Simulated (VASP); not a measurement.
# InAs (I4/mmm) in VASP: further runs

Runs on InAs. Level: PBEsol. Tasks: single point.

Everything below comes from runs of VASP 6.6.1. Logs are shortened: lines on timing, memory, paths and dates and some standing lists are left out, and cuts for length are marked.

## (1) The cell of the first run

Symmetry: I4/mmm, No. 139, tetragonal system. Conventional cell: a = 4.317 Å, b = 4.317 Å, c = 5.653 Å, α = 90.00°, β = 90.00°, γ = 90.00°. Within 3.7 Å of In (site symmetry 4/mmm) lie 6 As at 2.83 to 3.05 Å. Within 3.7 Å of As (site symmetry 4/mmm) lie 6 In at 2.83 to 3.05 Å.

## (2) Single point, PBEsol (strain +0.080 along x and y, +0.000 along z)

Contents of INCAR:

```
SYSTEM = InAs
PREC = Accurate
ENCUT = 520
EDIFF = 1E-6
ISMEAR = 0
SIGMA = 0.15
LREAL = .False.
LASPH = .True.
NELM = 60
ALGO = Normal
ISIF = 2
LWAVE = .False.
LCHARG = .True.
GGA = PS
LELF = .True.
LVHAR = .True.
NBANDS = 16
```

Contents of KPOINTS:

```
Automatic mesh
0
Gamma
  18 18 18
  0 0 0
```

Contents of POSCAR:

```
InAs
1.0
    0.0000000000      3.0525811656      2.8264640422
    3.0525811656      0.0000000000      2.8264640422
    3.0525811656      3.0525811656      0.0000000000
In As
1 1
Direct
    0.5000000000      0.5000000000      0.5000000000
    0.0000000000      0.0000000000      0.0000000000
```

Potentials or basis: VASP PAW PBE potentials, release 64 (In_d, As).

Launch:

```bash
> cat potpaw_PBE.64/In_d/POTCAR potpaw_PBE.64/As/POTCAR > POTCAR
> mpirun -np 1 vasp_std > vasp.out
```

OUTCAR:

```text
SYSTEM = InAs
   PREC = Accurate
   ENCUT = 520
   EDIFF = 1E-6
   ISMEAR = 0
   LREAL = .False.
   LASPH = .True.
   NELM = 60
   ISIF = 2
   GGA = PS

 ion  position               nearest neighbor table
   1  0.500  0.500  0.500-   2 2.83   2 2.83   2 3.05   2 3.05   2 3.05   2 3.05
   2  0.000  0.000  0.000-   1 2.83   1 2.83   1 3.05   1 3.05   1 3.05   1 3.05

  LATTYP: Found a body centered tetragonal cell.
 ALAT       =     4.3170016846
 C/A-ratio  =     1.3094570022

  Lattice vectors:

 A1 = (   0.0000000000,  -3.0525811656,  -2.8264640422)
 A2 = (   0.0000000000,   3.0525811656,  -2.8264640422)
 A3 = (   3.0525811656,   0.0000000000,   2.8264640422)

Analysis of symmetry for initial positions (statically):
=====================================================================
 Subroutine PRICEL returns:
 Original cell was already a primitive cell.

 Routine SETGRP: Setting up the symmetry group for a
 body centered tetragonal supercell.

 Subroutine GETGRP returns: Found 16 space group operations
 (whereof 16 operations were pure point group operations)
 out of a pool of 16 trial point group operations.

The static configuration has the point symmetry D_4h.

Analysis of symmetry for dynamics (positions and initial velocities):
=====================================================================
 Subroutine PRICEL returns:
 Original cell was already a primitive cell.

 Routine SETGRP: Setting up the symmetry group for a
 body centered tetragonal supercell.

 Subroutine GETGRP returns: Found 16 space group operations
 (whereof 16 operations were pure point group operations)
 out of a pool of 16 trial point group operations.

The dynamic configuration has the point symmetry D_4h.

 Subroutine INISYM returns: Found 16 space group operations
 (whereof 16 operations are pure point group operations),
 and found     1 'primitive' translations

----------------------------------------------------------------------------------------

                                     Primitive cell

  volume of cell :      52.6754

  direct lattice vectors                    reciprocal lattice vectors
     0.000000000  3.052581166  2.826464042    -0.163795808  0.163795808  0.176899473
     3.052581166  0.000000000  2.826464042     0.163795808 -0.163795808  0.176899473
     3.052581166  3.052581166  0.000000000     0.163795808  0.163795808 -0.176899473

  length of vectors
     4.160186385  4.160186385  4.317001685     0.291464504  0.291464504  0.291464504

  position of ions in fractional coordinates (direct lattice)
     0.500000000  0.500000000  0.500000000
     0.000000000  0.000000000  0.000000000

  ion indices of the primitive-cell ions
   primitive index   ion index
                 1           1
                 2           2

----------------------------------------------------------------------------------------

 KPOINTS: Automatic mesh

Automatic generation of k-mesh.
 Grid dimensions read from file:
 generate k-points for:   18   18   18

 Generating k-lattice:

  Cartesian coordinates                     Fractional coordinates (reciprocal lattice)
    -0.009099767  0.009099767  0.009827749     0.055555556 -0.000000000  0.000000000
     0.009099767 -0.009099767  0.009827749    -0.000000000  0.055555556  0.000000000
     0.009099767  0.009099767 -0.009827749     0.000000000  0.000000000  0.055555556

  Length of vectors
     0.016192472  0.016192472  0.016192472

  Shift w.r.t. Gamma in fractional coordinates (k-lattice)
     0.000000000  0.000000000  0.000000000

 Subroutine IBZKPT returns following result:
 ===========================================

 Found    480 irreducible k-points:

 Following reciprocal coordinates:
            Coordinates               Weight
  0.000000  0.000000  0.000000      1.000000
  0.055556  0.000000  0.000000      8.000000
  0.111111  0.000000  0.000000      8.000000
  0.166667  0.000000  0.000000      8.000000
  0.222222  0.000000  0.000000      8.000000
  0.277778  0.000000  0.000000      8.000000
[... 16 lines left out ...]
 -0.277778  0.055556  0.000000      8.000000
 -0.222222  0.055556  0.000000      8.000000
 [... further k-points ...]
   k-points           NKPTS =    480   k-points in BZ     NKDIM =    480   number of bands    NBANDS=     16
   number of dos      NEDOS =    301   number of ions     NIONS =      2
   total plane-waves  NPLWV =  32768
   dimension x,y,z NGX =    32 NGY =   32 NGZ =   32
   dimension x,y,z NGXF=    64 NGYF=   64 NGZF=   64
   ions per type =               1   1
   NGX,Y,Z   is equivalent  to a cutoff of  12.79, 12.79, 12.32 a.u.
   NGXF,Y,Z  is equivalent  to a cutoff of  25.58, 25.58, 24.65 a.u.
 SYSTEM =  InAs
   PREC   = accura    normal or accurate (medium, high low for compatibility)
   ISTART =      0    job   : 0-new  1-cont  2-samecut
   ICHARG =      2    charge: 1-file 2-atom 10-const
   ISPIN  =      1    spin polarized calculation?
   LNONCOLLINEAR =      F non collinear calculations
   LSORBIT =      F    spin-orbit coupling
   LASPH  =      T    aspherical Exc in radial PAW
   ENCUT  =  520.0 eV  38.22 Ry    6.18 a.u.   7.74  7.74  8.03*2*pi/ulx,y,z
   NELM   =     60;   NELMIN=  2; NELMDL= -5     # of ELM steps
   EDIFF  = 0.1E-05   stopping-criterion for ELM
   LREAL  =      F    real-space projection
   EDIFFG = 0.1E-04   stopping-criterion for IOM
   NSW    =      0    number of steps for IOM
   IBRION =     -1    ionic relax: 0-MD 1-quasi-New 2-CG
   NFREE  =      0    steps in history (QN), initial steepest desc. (CG)
   ISIF   =      2    stress and relaxation
   ISYM   =      2    0-nonsym 1-usesym 2-fastsym
   POTIM  = 0.5000    time-step for ionic-motion
   TEBEG  =    0.0;   TEEND  =   0.0 temperature during run
   PSTRESS=    0.0 pullay stress
   NELECT =      18.0000    total number of electrons
   NUPDOWN=      -1.0000    fix difference up-down
   EMIN   =  10.00;   EMAX   =-10.00  energy-range for DOS
   EFERMI =   0.00;   METHOD = LEGACY
   ISMEAR =     0;   SIGMA  =   0.15  broadening in eV -4-tet -1-fermi 0-gaus
   EFERMI_NEDOS =   21; number of points for ismear=-14 and -15
   IALGO  =     38    algorithm
   IMIX   =      4    mixing-type and parameters
     AMIX     =   0.40;   BMIX     =  1.00
     AMIX_MAG =   1.60;   BMIX_MAG =  1.00
  volume/ion in A,a.u.               =      26.34       177.74
  Fermi-wavevector in a.u.,A,eV,Ry     =   1.144537  2.162861 17.823144  1.309964
  Thomas-Fermi vector in A             =   2.281228
   LORBIT       =      0    0 simple, 1 ext, 2 COOP (PROOUT), +10 PAW based schemes
   GGA     = PS    functional components
   LHFCALC =     F    Hartree Fock is set to
   AEXX    =    0.0000 exact exchange contribution
   IVDW    =     0    specifies the selected vdW correction
   LEPSILON=     F    determine dielectric tensor
   LRPA    =     F    only Hartree local field effects (RPA)
 non-spin polarized calculation
 Gauss-broadening in eV      SIGMA  =   0.15
  energy-cutoff  :      520.00
  volume of cell :       52.68
 maximum number of plane-waves:      1438
   NGX = 15   NGY = 15   NGZ = 17

 number of electron      18.0000004 magnetization

 Free energy of the ion-electron system (eV)
  ---------------------------------------------------
  ext. energy  EPLUGINS =         0.00000000
  ---------------------------------------------------
  free energy    TOTEN  =        -7.98237790 eV

  energy without entropy =       -7.96572093  energy(sigma->0) =       -7.97404942

 E-fermi :   4.7242     XC(G=0):  -9.7968

 val. band max:        4.7239173496   @ k =   0.1667   0.0000   0.0556
 cond. band min:       4.7245768417   @ k =   0.4444   0.0000   0.0556
 fundamental gap:      0.0006594921
 Fermi energy:         4.7242086270

 k-point     1 :       0.0000    0.0000    0.0000
  band No.  band energies     occupation
      1      -9.4466      2.00000
      2      -9.4186      2.00000
      3      -9.4110      2.00000
      4      -9.4110      2.00000
      5      -9.3931      2.00000
      6      -6.7663      2.00000
[... 8 lines left out ...]
     15      12.1332      0.00000
     16      13.1708      0.00000

 k-point     2 :       0.0556    0.0000    0.0000
  band No.  band energies     occupation
      1      -9.4472      2.00000
      2      -9.4190      2.00000
      3      -9.4104      2.00000
      4      -9.4099      2.00000
      5      -9.3927      2.00000
      6      -6.7378      2.00000
[... 8 lines left out ...]
     15      12.1385      0.00000
     16      12.9444      0.00000

 k-point     3 :       0.1111    0.0000    0.0000
  band No.  band energies     occupation
      1      -9.4493      2.00000
      2      -9.4210      2.00000
      3      -9.4091      2.00000
      4      -9.4061      2.00000
      5      -9.3917      2.00000
      6      -6.6532      2.00000
[... 8 lines left out ...]
     15      12.1805      0.00000
     16      12.5822      0.00000

 k-point     4 :       0.1667    0.0000    0.0000
  band No.  band energies     occupation
      1      -9.4528      2.00000
      2      -9.4246      2.00000
      3      -9.4074      2.00000
      4      -9.3996      2.00000
      5      -9.3896      2.00000
      6      -6.5154      2.00000
[... 8 lines left out ...]
     15      12.4658      0.00000
     16      12.6504      0.00000

 k-point     5 :       0.2222    0.0000    0.0000
  band No.  band energies     occupation
      1      -9.4575      2.00000
      2      -9.4293      2.00000
      3      -9.4062      2.00000
      4      -9.3913      2.00000
      5      -9.3861      2.00000
      6      -6.3305      2.00000
[... 8 lines left out ...]
     15      12.9784      0.00000
     16      13.0236      0.00000

 k-point     6 :       0.2778    0.0000    0.0000
  band No.  band energies     occupation
      1      -9.4627      2.00000
      2      -9.4344      2.00000
      3      -9.4058      2.00000
      4      -9.3823      2.00000
      5      -9.3814      2.00000
      6      -6.1090      2.00000
[... 8 lines left out ...]
     15      13.5336      0.00000
     16      13.6045      0.00000

 k-point     7 :       0.3333    0.0000    0.0000
  band No.  band energies     occupation
      1      -9.4678      2.00000
      2      -9.4392      2.00000
      3      -9.4060      2.00000
      4      -9.3766      2.00000
      5      -9.3739      2.00000
      6      -5.8694      2.00000
[... 8 lines left out ...]
     15      14.1514      0.00000
     16      14.3332      0.00000

 k-point     8 :       0.3889    0.0000    0.0000
  band No.  band energies     occupation
      1      -9.4721      2.00000
      2      -9.4431      2.00000
      3      -9.4063      2.00000
      4      -9.3724      2.00000
      5      -9.3670      2.00000
      6      -5.6419      2.00000
[... 8 lines left out ...]
     15      14.8478      0.00000
     16      15.1474      0.00000

 k-point     9 :       0.4444    0.0000    0.0000
  band No.  band energies     occupation
      1      -9.4749      2.00000
      2      -9.4457      2.00000
      3      -9.4067      2.00000
      4      -9.3696      2.00000
      5      -9.3624      2.00000
      6      -5.4711      2.00000
[... 8 lines left out ...]
     15      15.5141      0.00000
     16      16.0014      0.00000
[... 172 lines left out ...]
 k-point    19 :       0.5000    0.0556    0.0000
  band No.  band energies     occupation
      1      -9.4809      2.00000
      2      -9.4445      2.00000
      3      -9.4058      2.00000
      4      -9.3699      2.00000
      5      -9.3607      2.00000
      6      -5.3830      2.00000
[... 8 lines left out ...]
     15      15.9221      0.00000
     16      16.5464      0.00000

 k-point    20 :      -0.4444    0.0556    0.0000
  band No.  band energies     occupation
      1      -9.4812      2.00000
      2      -9.4448      2.00000
      3      -9.4056      2.00000
      4      -9.3699      2.00000
      5      -9.3624      2.00000
      6      -5.4129      2.00000
[... 8 lines left out ...]
     15      15.7869      0.00000
     16      15.8375      0.00000

 k-point    21 :      -0.3889    0.0556    0.0000
  band No.  band energies     occupation
      1      -9.4793      2.00000
      2      -9.4433      2.00000
      3      -9.4054      2.00000
      4      -9.3716      2.00000
      5      -9.3671      2.00000
      6      -5.5585      2.00000
[... 8 lines left out ...]
     15      14.9047      0.00000
     16      15.5964      0.00000

 k-point    22 :      -0.3333    0.0556    0.0000
  band No.  band energies     occupation
      1      -9.4756      2.00000
      2      -9.4404      2.00000
      3      -9.4053      2.00000
      4      -9.3747      2.00000
      5      -9.3741      2.00000
      6      -5.7741      2.00000
[... 8 lines left out ...]
     15      14.0842      0.00000
     16      14.9361      0.00000

 k-point    23 :      -0.2778    0.0556    0.0000
  band No.  band energies     occupation
      1      -9.4704      2.00000
      2      -9.4362      2.00000
      3      -9.4056      2.00000
      4      -9.3825      2.00000
      5      -9.3786      2.00000
      6      -6.0128      2.00000
[... 8 lines left out ...]
     15      13.3592      0.00000
     16      14.3093      0.00000

 k-point    24 :      -0.2222    0.0556    0.0000
  band No.  band energies     occupation
      1      -9.4646      2.00000
      2      -9.4316      2.00000
      3      -9.4065      2.00000
      4      -9.3913      2.00000
      5      -9.3826      2.00000
      6      -6.2409      2.00000
[... 8 lines left out ...]
     15      12.7467      0.00000
     16      13.7663      0.00000

 [... further k-points ...]
[... 5 lines left out ...]
  --------------------------------------------------------------------------------------
  -------------------------------------------------------------------------------------
  Total       -2.7753467     -2.7753467     -1.2522878      0.0000000     -0.0000000     -0.0000000
  in kB      -84.4150582    -84.4150582    -38.0896357      0.0000000     -0.0000000     -0.0000000
  external PRESSURE =     -68.9732507 kB  Pullay stress =       0.0000000 kB

 VOLUME and BASIS-vectors are now :
 -----------------------------------------------------------------------------
  energy-cutoff  :      520.00
  volume of cell :       52.68
      direct lattice vectors                 reciprocal lattice vectors
     0.000000000  3.052581166  2.826464042    -0.163795808  0.163795808  0.176899473
     3.052581166  0.000000000  2.826464042     0.163795808 -0.163795808  0.176899473
     3.052581166  3.052581166  0.000000000     0.163795808  0.163795808 -0.176899473

 POSITION                                       TOTAL-FORCE (eV/Angst)
 -----------------------------------------------------------------------------------
      3.05258      3.05258      2.82646         0.000000     -0.000000     -0.000000
      0.00000      0.00000      0.00000        -0.000000      0.000000      0.000000
 -----------------------------------------------------------------------------------
    total drift:                                0.000000     -0.000000      0.000000

  FREE ENERGIE OF THE ION-ELECTRON SYSTEM (eV)
  ---------------------------------------------------
  free  energy   TOTEN  =        -7.9823779022 eV

  energy  without entropy=       -7.9657209311  energy(sigma->0) =       -7.97404942
```

Run time: 95 s. Hardware: 1 thread of Intel Xeon 6975P-C (Granite Rapids), shared host; peak memory 0.51 GiB.

What came out:

- Free energy: -7.9824 eV
- Pressure: -6.9 GPa
- Band gap on the k mesh: zero (band 9 reaches 5.04 eV, above the bottom of band 10 at 2.61 eV)

Stress tensor (GPa, compression positive):
```
-8.44  0.00  0.00
 0.00 -8.44  0.00
 0.00  0.00 -3.81
```

Levels at points of the mesh, in eV from the Fermi level:
```tsv
k point	band 6	band 7	band 8	band 9	band 10	band 11	band 12	band 13
(0.00, 0.00, 0.00)	-11.49	-1.30	-0.64	0.10	0.10	6.28	6.28	6.93
(0.50, 0.00, 0.00)	-10.13	-6.07	0.04	0.26	1.88	2.93	3.63	3.88
(0.50, 0.50, 0.00)	-9.19	-4.19	-3.29	-2.12	-2.12	3.75	8.15	8.15
(0.50, 0.00, 0.50)	-9.61	-4.15	-2.84	-2.27	-1.42	4.10	7.45	8.79
```

Caveat: the cell differs from its parent crystal (strain +0.080 along x and y, +0.000 along z); the PAW data sets were made with another functional, which shifts forces and pressure a little; spin-orbit coupling is left out, which moves the levels of the heavy elements.

## (3) Single point, PBEsol (strain -0.080 along x and y, +0.000 along z)

Contents of INCAR:

```
PREC     = Accurate       # precision mode
ENCUT    = 520            # plane-wave cutoff, eV
EDIFF    = 1E-6           # SCF threshold, eV
ISMEAR   = 0              # smearing method
SIGMA    = 0.15           # smearing width, eV
LREAL    = False          # projectors in reciprocal space
LASPH    = True           # aspherical terms in the spheres
NELM     = 60             # most SCF steps
ALGO     = Normal         # electronic algorithm
ISIF     = 2              # what is computed and relaxed
LWAVE    = False          # write WAVECAR
LCHARG   = False          # write CHGCAR
GGA      = PS             # functional
NBANDS   = 16             # bands
```

Contents of KPOINTS:

```
Automatic mesh
0
Gamma
  18 18 18
```

Contents of POSCAR:

```
InAs
1.0
    0.0000000000      2.6003469188      2.8264640422
    2.6003469188      0.0000000000      2.8264640422
    2.6003469188      2.6003469188      0.0000000000
In As
1 1
Direct
    0.5000000000      0.5000000000      0.5000000000
    0.0000000000      0.0000000000      0.0000000000
```

Potentials or basis: VASP PAW PBE potentials, release 64 (In_d, As).

Launch:

```bash
> cat potpaw_PBE.64/In_d/POTCAR potpaw_PBE.64/As/POTCAR > POTCAR
> mpirun -np 1 vasp_std > vasp.out
```

Run time: 3.8 min. Hardware: 1 thread of Intel Xeon Platinum 8124M at 3.00GHz (Skylake/Cascade Lake), shared host; peak memory 0.41 GiB.

It converged, with:

```
Free energy            : -7.7618 eV
Pressure               : 19.7 GPa
Band gap on the k mesh : zero (band 9 reaches 9.23 eV, above the bottom of band 10 at 5.87 eV)
```

Stress tensor (GPa, compression positive):
```
25.55  0.00  0.00
 0.00 25.55  0.00
 0.00  0.00  7.89
```

Levels at points of the mesh, in eV from the Fermi level:
```tsv
k point	band 7	band 8	band 9	band 10	band 11	band 12
(0.00, 0.00, 0.00)	-0.66	-0.66	0.14	1.09	6.83	7.01
(0.50, 0.00, 0.00)	-7.87	-0.09	0.57	1.84	3.25	3.70
(0.50, 0.50, 0.00)	-6.25	-2.75	-2.75	-2.04	3.75	11.30
(0.50, 0.00, 0.50)	-6.23	-3.73	-3.07	-2.66	3.28	9.42
```

Caveat: the cell differs from its parent crystal (strain -0.080 along x and y, +0.000 along z); the PAW data sets were made with another functional, which shifts forces and pressure a little; spin-orbit coupling is left out, which moves the levels of the heavy elements.
